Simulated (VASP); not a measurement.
## Ir: single point with PBE

Ir:

```xyz
1
Lattice="2.4706 0.0000 0.0000 0.0000 2.4706 0.0000 0.0000 0.0000 2.4706" Properties=species:S:1:pos:R:3 pbc="T T T"
Ir    0.0000    0.0000    0.0000
```

```
Program             : VASP 6.6.1
Task                : single point
Functional          : PBE
Potentials or basis : VASP PAW PBE potentials, release 64 (Ir)
Cutoff              : 520 eV
k mesh              : 10 × 10 × 10
Occupations         : fermi-dirac, width 0.05 eV
Spin                : no spin polarisation
```

```yaml
Pressure: 40.4 GPa
```

Levels at points of the mesh, in eV from the Fermi level:
```csv
k point,band 1,band 2,band 3,band 4,band 5,band 6,band 7,band 8,band 9
"(0.00, 0.00, 0.00)",-10.11,-6.91,-6.91,1.67,1.67,1.67,16.46,16.46,16.46
"(0.50, 0.00, 0.00)",-6.89,-6.05,-1.68,-1.68,-1.25,2.02,7.04,16.49,21.12
"(0.50, 0.50, 0.00)",-7.55,-5.31,-1.03,-1.03,4.15,4.80,4.80,13.31,15.14
"(0.50, 0.50, 0.50)",-6.08,-6.08,-6.08,4.39,4.39,8.89,11.98,11.98,11.98
```

Wall time 3 s on 1 thread of Intel(R) Xeon(R) 6975P-C (Granite Rapids) (shared host), peak memory 0.12 GiB.

Caveat: spin-orbit coupling is left out, which moves the levels of the heavy elements.
